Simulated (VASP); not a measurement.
# Te (R-3m) in VASP: a series of runs

The runs below take Te through single point, with PBEsol.

Everything below comes from runs of VASP 6.6.1. Logs are shortened: lines on timing, memory, paths and dates and some standing lists are left out, and cuts for length are marked.

## Step 1: The cell of the first run

The structure is trigonal, space group R-3m (No. 166). Conventional cell: a = 4.501 Å, b = 4.501 Å, c = 5.330 Å, α = 90.00°, β = 90.00°, γ = 120.00°. Within 4.1 Å of Te (site symmetry -3m) lie 6 Te at 3.15 Å.

## Step 2: Single point, PBEsol

INCAR reads:

```
SYSTEM = Te
PREC = Accurate
ENCUT = 520
EDIFF = 1E-6
ISMEAR = 0
SIGMA = 0.1
LREAL = .FALSE.
LASPH = .TRUE.
NELM = 80
ALGO = Normal
ISIF = 2
LWAVE = .FALSE.
LCHARG = .TRUE.
GGA = PS
LELF = .TRUE.
LVHAR = .TRUE.
NBANDS = 9
```

KPOINTS reads:

```
regular mesh
0
G
  15 15 15
  0 0 0
```

POSCAR reads:

```
Te
1.0
    2.2506127899      1.2993919001      1.7768179357
   -2.2506127899      1.2993919001      1.7768179357
    0.0000000000     -2.5987838001      1.7768179358
Te
1
Direct
    0.5000000000      0.5000000000      0.5000000000
```

Potentials or basis: VASP PAW PBE potentials, release 64 (Te).

Run with:

```bash
> cat potpaw_PBE.64/Te/POTCAR > POTCAR
> mpirun -np 1 vasp_std > vasp.out
```

OUTCAR:

```text
SYSTEM = Te
   PREC = Accurate
   ENCUT = 520
   EDIFF = 1E-6
   ISMEAR = 0
   LREAL = .FALSE.
   LASPH = .TRUE.
   NELM = 80
   ISIF = 2
   GGA = PS

 ion  position               nearest neighbor table
   1  0.500  0.500  0.500-

  LATTYP: Found a trigonal (rhomboedric) cell.
 ALAT       =     3.1481358320
 COS(alpha) =    -0.0221735428

  Lattice vectors:

 A1 = (   2.2506127899,   1.2993919001,   1.7768179357)
 A2 = (  -2.2506127899,   1.2993919001,   1.7768179357)
 A3 = (   0.0000000000,  -2.5987838001,   1.7768179358)

Analysis of symmetry for initial positions (statically):
=====================================================================
 Subroutine PRICEL returns:
 Original cell was already a primitive cell.

 Routine SETGRP: Setting up the symmetry group for a
 trigonal (rhombohedral) supercell.

 Subroutine GETGRP returns: Found 12 space group operations
 (whereof 12 operations were pure point group operations)
 out of a pool of 12 trial point group operations.

The static configuration has the point symmetry D_3d.

Analysis of symmetry for dynamics (positions and initial velocities):
=====================================================================
 Subroutine PRICEL returns:
 Original cell was already a primitive cell.

 Routine SETGRP: Setting up the symmetry group for a
 trigonal (rhombohedral) supercell.

 Subroutine GETGRP returns: Found 12 space group operations
 (whereof 12 operations were pure point group operations)
 out of a pool of 12 trial point group operations.

The dynamic configuration has the point symmetry D_3d.

 Subroutine INISYM returns: Found 12 space group operations
 (whereof 12 operations are pure point group operations),
 and found     1 'primitive' translations

----------------------------------------------------------------------------------------

                                     Primitive cell

  volume of cell :      31.1771

  direct lattice vectors                    reciprocal lattice vectors
     2.250612790  1.299391900  1.776817936     0.222161716  0.128265127  0.187601288
    -2.250612790  1.299391900  1.776817936    -0.222161716  0.128265127  0.187601288
     0.000000000 -2.598783800  1.776817936     0.000000000 -0.256530253  0.187601288

  length of vectors
     3.148135832  3.148135832  3.148135832     0.317808140  0.317808140  0.317808140

  position of ions in fractional coordinates (direct lattice)
     0.500000000  0.500000000  0.500000000

  ion indices of the primitive-cell ions
   primitive index   ion index
                 1           1

----------------------------------------------------------------------------------------

 KPOINTS: regular mesh

Automatic generation of k-mesh.
 Grid dimensions read from file:
 generate k-points for:   15   15   15

 Generating k-lattice:

  Cartesian coordinates                     Fractional coordinates (reciprocal lattice)
     0.014810781  0.008551008  0.012506753     0.066666667  0.000000000  0.000000000
    -0.014810781  0.008551008  0.012506753     0.000000000  0.066666667  0.000000000
     0.000000000 -0.017102017  0.012506753    -0.000000000 -0.000000000  0.066666667

  Length of vectors
     0.021187209  0.021187209  0.021187209

  Shift w.r.t. Gamma in fractional coordinates (k-lattice)
     0.000000000  0.000000000  0.000000000

 Subroutine IBZKPT returns following result:
 ===========================================

 Found    344 irreducible k-points:

 Following reciprocal coordinates:
            Coordinates               Weight
  0.000000  0.000000  0.000000      1.000000
  0.066667 -0.000000  0.000000      6.000000
  0.133333 -0.000000  0.000000      6.000000
  0.200000 -0.000000  0.000000      6.000000
  0.266667 -0.000000  0.000000      6.000000
  0.333333 -0.000000  0.000000      6.000000
[... 16 lines left out ...]
  0.133333  0.133333  0.000000      6.000000
  0.200000  0.133333  0.000000     12.000000
 [... further k-points ...]
   k-points           NKPTS =    344   k-points in BZ     NKDIM =    344   number of bands    NBANDS=      9
   number of dos      NEDOS =    301   number of ions     NIONS =      1
   total plane-waves  NPLWV =  13824
   dimension x,y,z NGX =    24 NGY =   24 NGZ =   24
   dimension x,y,z NGXF=    48 NGYF=   48 NGZF=   48
   ions per type =               1
   NGX,Y,Z   is equivalent  to a cutoff of  12.67, 12.67, 12.67 a.u.
   NGXF,Y,Z  is equivalent  to a cutoff of  25.35, 25.35, 25.35 a.u.
 SYSTEM =  Te
   PREC   = accura    normal or accurate (medium, high low for compatibility)
   ISTART =      0    job   : 0-new  1-cont  2-samecut
   ICHARG =      2    charge: 1-file 2-atom 10-const
   ISPIN  =      1    spin polarized calculation?
   LNONCOLLINEAR =      F non collinear calculations
   LSORBIT =      F    spin-orbit coupling
   LASPH  =      T    aspherical Exc in radial PAW
   ENCUT  =  520.0 eV  38.22 Ry    6.18 a.u.   5.85  5.85  5.85*2*pi/ulx,y,z
   NELM   =     80;   NELMIN=  2; NELMDL= -5     # of ELM steps
   EDIFF  = 0.1E-05   stopping-criterion for ELM
   LREAL  =      F    real-space projection
   EDIFFG = 0.1E-04   stopping-criterion for IOM
   NSW    =      0    number of steps for IOM
   IBRION =     -1    ionic relax: 0-MD 1-quasi-New 2-CG
   NFREE  =      0    steps in history (QN), initial steepest desc. (CG)
   ISIF   =      2    stress and relaxation
   ISYM   =      2    0-nonsym 1-usesym 2-fastsym
   POTIM  = 0.5000    time-step for ionic-motion
   TEBEG  =    0.0;   TEEND  =   0.0 temperature during run
   PSTRESS=    0.0 pullay stress
   NELECT =       6.0000    total number of electrons
   NUPDOWN=      -1.0000    fix difference up-down
   EMIN   =  10.00;   EMAX   =-10.00  energy-range for DOS
   EFERMI =   0.00;   METHOD = LEGACY
   ISMEAR =     0;   SIGMA  =   0.10  broadening in eV -4-tet -1-fermi 0-gaus
   EFERMI_NEDOS =   21; number of points for ismear=-14 and -15
   IALGO  =     38    algorithm
   IMIX   =      4    mixing-type and parameters
     AMIX     =   0.40;   BMIX     =  1.00
     AMIX_MAG =   1.60;   BMIX_MAG =  1.00
  volume/ion in A,a.u.               =      31.18       210.39
  Fermi-wavevector in a.u.,A,eV,Ry     =   0.945178  1.786127 12.154917  0.893361
  Thomas-Fermi vector in A             =   2.073054
   LORBIT       =      0    0 simple, 1 ext, 2 COOP (PROOUT), +10 PAW based schemes
   GGA     = PS    functional components
   LHFCALC =     F    Hartree Fock is set to
   AEXX    =    0.0000 exact exchange contribution
   IVDW    =     0    specifies the selected vdW correction
   LEPSILON=     F    determine dielectric tensor
   LRPA    =     F    only Hartree local field effects (RPA)
 non-spin polarized calculation
 Gauss-broadening in eV      SIGMA  =   0.10
  energy-cutoff  :      520.00
  volume of cell :       31.18
 maximum number of plane-waves:       859
   NGX = 11   NGY = 11   NGZ = 11

 number of electron       5.9999998 magnetization

 Free energy of the ion-electron system (eV)
  ---------------------------------------------------
  ext. energy  EPLUGINS =         0.00000000
  ---------------------------------------------------
  free energy    TOTEN  =        -3.51221450 eV

  energy without entropy =       -3.50989646  energy(sigma->0) =       -3.51105548

 E-fermi :   6.9203     XC(G=0):  -9.6365

 val. band max:        6.8976717957   @ k =  -0.1333  -0.2667   0.0667
 cond. band min:       6.9230570836   @ k =  -0.3333   0.3333   0.2000
 fundamental gap:      0.0253852879
 Fermi energy:         6.9203352929

 k-point     1 :       0.0000    0.0000    0.0000
  band No.  band energies     occupation
      1      -7.0605      2.00000
      2       8.0775      0.00000
      3       8.2268      0.00000
      4       8.2268      0.00000
      5      12.9256      0.00000
      6      12.9256      0.00000
      7      13.4486      0.00000
      8      24.6355      0.00000
      9      24.7035      0.00000

 k-point     2 :       0.0667   -0.0000    0.0000
  band No.  band energies     occupation
      1      -7.0049      2.00000
      2       7.5013      0.00000
      3       8.1839      0.00000
      4       8.2772      0.00000
      5      12.9764      0.00000
      6      13.2459      0.00000
      7      13.9619      0.00000
      8      23.4155      0.00000
      9      23.4537      0.00000

 k-point     3 :       0.1333   -0.0000    0.0000
  band No.  band energies     occupation
      1      -6.8403      2.00000
      2       6.1408      2.00000
      3       8.3260      0.00000
      4       8.4243      0.00000
      5      13.1274      0.00000
      6      13.4844      0.00000
      7      15.5722      0.00000
      8      22.0261      0.00000
      9      22.0682      0.00000

 k-point     4 :       0.2000   -0.0000    0.0000
  band No.  band energies     occupation
      1      -6.5752      2.00000
      2       4.6679      2.00000
      3       8.5554      0.00000
      4       8.6550      0.00000
      5      13.3736      0.00000
      6      13.7870      0.00000
      7      17.4917      0.00000
      8      20.7462      0.00000
      9      20.7828      0.00000
[... 205 lines left out ...]
 k-point    22 :      -0.0667    0.0667    0.0000
  band No.  band energies     occupation
      1      -6.9511      2.00000
      2       7.5114      0.00000
      3       7.6441      0.00000
      4       8.2821      0.00000
      5      13.1450      0.00000
      6      13.7408      0.00000
      7      14.1169      0.00000
      8      22.1060      0.00000
      9      23.5195      0.00000

 k-point    23 :       0.1333    0.1333    0.0000
  band No.  band energies     occupation
      1      -6.6126      2.00000
      2       6.2837      2.00000
      3       6.3157      2.00000
      4       8.5771      0.00000
      5      13.5215      0.00000
      6      15.7059      0.00000
      7      15.8703      0.00000
      8      20.1509      0.00000
      9      22.1331      0.00000

 k-point    24 :       0.2000    0.1333    0.0000
  band No.  band energies     occupation
      1      -6.3442      2.00000
      2       4.8300      2.00000
      3       6.5265      2.00000
      4       8.8084      0.00000
      5      13.7931      0.00000
      6      15.9501      0.00000
      7      17.4457      0.00000
      8      19.1586      0.00000
      9      20.9377      0.00000

 [... further k-points ...]

------------------------ aborting loop because EDIFF is reached ----------------------------------------

  FORCE on cell =-STRESS in cart. coord.  units (eV):
  Direction    XX          YY          ZZ          XY          YZ          ZX
  --------------------------------------------------------------------------------------
  -------------------------------------------------------------------------------------
  Total        0.0094098      0.0094098      0.0061879      0.0000000     -0.0000000      0.0000000
  in kB        0.4835676      0.4835676      0.3179951      0.0000000     -0.0000000      0.0000000
  external PRESSURE =       0.4283768 kB  Pullay stress =       0.0000000 kB

 VOLUME and BASIS-vectors are now :
 -----------------------------------------------------------------------------
  energy-cutoff  :      520.00
  volume of cell :       31.18
      direct lattice vectors                 reciprocal lattice vectors
     2.250612790  1.299391900  1.776817936     0.222161716  0.128265127  0.187601288
    -2.250612790  1.299391900  1.776817936    -0.222161716  0.128265127  0.187601288
     0.000000000 -2.598783800  1.776817936     0.000000000 -0.256530253  0.187601288

 POSITION                                       TOTAL-FORCE (eV/Angst)
 -----------------------------------------------------------------------------------
      0.00000      0.00000      2.66523         0.000000      0.000000     -0.000000
 -----------------------------------------------------------------------------------
    total drift:                                0.000000      0.000000     -0.000000

  FREE ENERGIE OF THE ION-ELECTRON SYSTEM (eV)
  ---------------------------------------------------
  free  energy   TOTEN  =        -3.5122144952 eV

  energy  without entropy=       -3.5098964599  energy(sigma->0) =       -3.51105548
```

Wall time 68 s (1 thread of Intel Xeon 8259CL, shared host); peak memory 0.21 GiB.

Results:

| Item | Value |
| --- | --- |
| Free energy | -3.5122 eV |
| Pressure | 0.0 GPa |
| Band gap on the k mesh | zero (bands 3 and 4 overlap by 5.55 eV) |

Caveat: the PAW data sets were made with another functional, which shifts forces and pressure a little; spin-orbit coupling is left out, which moves the levels of the heavy elements.

## Step 3: Single point, PBEsol

INCAR reads:

```
SYSTEM = Te
PREC = Accurate ; ENCUT = 520
EDIFF = 1E-6 ; ISMEAR = 0
SIGMA = 0.15 ; LREAL = .False.
LASPH = .True. ; NELM = 80
ALGO = Normal ; ISIF = 2
LWAVE = .False. ; LCHARG = .False.
GGA = PS ; NBANDS = 9
```

KPOINTS reads:

```
Automatic mesh
0
Gamma
  15 15 15
  0 0 0
```

POSCAR is that of step 2.

Potentials or basis: VASP PAW PBE potentials, release 64 (Te).

Run with:

```bash
> cat potpaw_PBE.64/Te/POTCAR > POTCAR
> mpirun -np 1 vasp_std > vasp.out
```

It took 62 s on 1 thread of Intel Xeon 8259CL, shared host; peak memory 0.21 GiB.

Results (log left out):

```
Free energy            : -3.5137 eV
Pressure               : 0.1 GPa
Band gap on the k mesh : zero (bands 3 and 4 overlap by 5.55 eV)
```

Levels at points of the mesh, in eV from the Fermi level:
```csv
k point,band 1,band 2,band 3,band 4,band 5,band 6,band 7,band 8
"(0.00, 0.00, 0.00)",-13.98,1.16,1.31,1.31,6.01,6.01,6.53,17.72
```

Caveat: the PAW data sets were made with another functional, which shifts forces and pressure a little; spin-orbit coupling is left out, which moves the levels of the heavy elements.

## Step 4: Single point, PBEsol

INCAR reads:

```
PREC = Accurate
ENCUT = 520
EDIFF = 1E-6
ISMEAR = 0
SIGMA = 0.15
LREAL = F
LASPH = T
NELM = 100
ALGO = Normal
ISIF = 2
LWAVE = F
LCHARG = F
GGA = PS
NBANDS = 9
```

KPOINTS reads:

```
Automatic mesh
0
Gamma
  15 15 15
```

POSCAR is that of step 3.

Potentials or basis: VASP PAW PBE potentials, release 64 (Te).

Run with:

```bash
> cat potpaw_PBE.64/Te/POTCAR > POTCAR
> mpirun -np 1 vasp_std > vasp.out
```

OUTCAR:

```text
PREC = Accurate
   ENCUT = 520
   EDIFF = 1E-6
   ISMEAR = 0
   LREAL = F
   LASPH = T
   NELM = 100
   ISIF = 2
   GGA = PS

 ion  position               nearest neighbor table
   1  0.500  0.500  0.500-

  LATTYP: Found a trigonal (rhomboedric) cell.
 ALAT       =     3.1481358320
 COS(alpha) =    -0.0221735428

  Lattice vectors:

 A1 = (   2.2506127899,   1.2993919001,   1.7768179357)
 A2 = (  -2.2506127899,   1.2993919001,   1.7768179357)
 A3 = (   0.0000000000,  -2.5987838001,   1.7768179358)

Analysis of symmetry for initial positions (statically):
=====================================================================
 Subroutine PRICEL returns:
 Original cell was already a primitive cell.

 Routine SETGRP: Setting up the symmetry group for a
 trigonal (rhombohedral) supercell.

 Subroutine GETGRP returns: Found 12 space group operations
 (whereof 12 operations were pure point group operations)
 out of a pool of 12 trial point group operations.

The static configuration has the point symmetry D_3d.

Analysis of symmetry for dynamics (positions and initial velocities):
[... 160 lines left out ...]
 cond. band min:       6.9231618775   @ k =  -0.3333   0.3333   0.2000
 fundamental gap:      0.0253972570
 Fermi energy:         6.9186347632

 k-point     1 :       0.0000    0.0000    0.0000
  band No.  band energies     occupation
      1      -7.0604      2.00000
      2       8.0776      0.00000
      3       8.2269      0.00000
      4       8.2269      0.00000
      5      12.9257      0.00000
      6      12.9257      0.00000
      7      13.4487      0.00000
      8      24.6356      0.00000
      9      24.7036      0.00000
[... 265 lines left out ...]
 k-point    24 :       0.2000    0.1333    0.0000
  band No.  band energies     occupation
      1      -6.3441      2.00000
      2       4.8301      2.00000
      3       6.5266      1.99978
      4       8.8085      0.00000
      5      13.7932      0.00000
      6      15.9502      0.00000
      7      17.4458      0.00000
      8      19.1587      0.00000
      9      20.9378      0.00000

 [... further k-points ...]

------------------------ aborting loop because EDIFF is reached ----------------------------------------

  FORCE on cell =-STRESS in cart. coord.  units (eV):
  Direction    XX          YY          ZZ          XY          YZ          ZX
  --------------------------------------------------------------------------------------
  -------------------------------------------------------------------------------------
  Total        0.0077211      0.0077211      0.0141632      0.0000000      0.0000000      0.0000000
  in kB        0.3967869      0.3967869      0.7278437      0.0000000      0.0000000      0.0000000
  external PRESSURE =       0.5071392 kB  Pullay stress =       0.0000000 kB

 VOLUME and BASIS-vectors are now :
 -----------------------------------------------------------------------------
  energy-cutoff  :      520.00
  volume of cell :       31.18
      direct lattice vectors                 reciprocal lattice vectors
     2.250612790  1.299391900  1.776817936     0.222161716  0.128265127  0.187601288
    -2.250612790  1.299391900  1.776817936    -0.222161716  0.128265127  0.187601288
     0.000000000 -2.598783800  1.776817936     0.000000000 -0.256530253  0.187601288

 POSITION                                       TOTAL-FORCE (eV/Angst)
 -----------------------------------------------------------------------------------
      0.00000      0.00000      2.66523         0.000000      0.000000      0.000000
 -----------------------------------------------------------------------------------
    total drift:                                0.000000      0.000000     -0.000000

  FREE ENERGIE OF THE ION-ELECTRON SYSTEM (eV)
  ---------------------------------------------------
  free  energy   TOTEN  =        -3.5136643403 eV

  energy  without entropy=       -3.5084546875  energy(sigma->0) =       -3.51105951
```

OSZICAR:

```text
N       E                     dE             d eps       ncg     rms          rms(c)
DAV:   1     0.168680914002E+02    0.16868E+02   -0.25100E+03  6192   0.531E+02
DAV:   2    -0.296541284618E+01   -0.19834E+02   -0.18933E+02  8144   0.724E+01
DAV:   3    -0.350900414014E+01   -0.54359E+00   -0.54124E+00  7559   0.150E+01
DAV:   4    -0.351318128061E+01   -0.41771E-02   -0.41767E-02  8639   0.149E+00
DAV:   5    -0.351322599782E+01   -0.44717E-04   -0.44717E-04  7776   0.120E-01    0.831E+00
DAV:   6    -0.351349765620E+01   -0.27166E-03   -0.39332E-04  8014   0.136E-01    0.507E+00
DAV:   7    -0.351365534930E+01   -0.15769E-03   -0.92338E-04  6720   0.204E-01    0.772E-02
DAV:   8    -0.351366232866E+01   -0.69794E-05   -0.22519E-05  8053   0.296E-02    0.431E-02
DAV:   9    -0.351366445792E+01   -0.21293E-05   -0.52690E-06  7008   0.132E-02    0.202E-02
DAV:  10    -0.351366434035E+01    0.11757E-06   -0.13210E-07  4024   0.242E-03
   1 F= -.35136643E+01 E0= -.35110595E+01  d E =-.520965E-02
```

It took 62 s on 1 thread of Intel Xeon 8259CL, shared host; peak memory 0.21 GiB.

Results:

```yaml
Free_energy: -3.5137 eV
Pressure: 0.1 GPa
Band_gap_on_the_k_mesh: zero (bands 3 and 4 overlap by 5.55 eV)
```

Caveat: the PAW data sets were made with another functional, which shifts forces and pressure a little; spin-orbit coupling is left out, which moves the levels of the heavy elements.

The gap in the log of VASP goes by the Fermi energy; the results here count the filled bands.